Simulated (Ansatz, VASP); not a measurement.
# In in VASP and in Ansatz

```
In
1.0
    -1.88791    1.88791    1.88791
     1.88791   -1.88791    1.88791
     1.88791    1.88791   -1.88791
In
1
Direct
  0.00000 0.00000 0.00000
```

Alike in both runs: task single point; functional PBEsol; k mesh 13 × 13 × 13; occupations fermi-dirac, width 0.1 eV; no spin polarisation.

```csv
,VASP,Ansatz
version,VASP 6.6.1,Ansatz 0.2.0
potentials or method,"VASP PAW PBE potentials, release 64 (In_d), cutoff 520 eV","plane waves (420 eV) with PAW, scalar-relativistic"
valence electrons in the cell,13,13
```

```csv
,VASP,Ansatz,Ansatz less VASP
pressure (GPa),-1.7,-1.7,+0.04
```

VASP's potentials were made for PBE, not for PBEsol, and Ansatz warns of the same on its side. With one functional, cell and mesh, what is left measures potentials, basis and numerics.
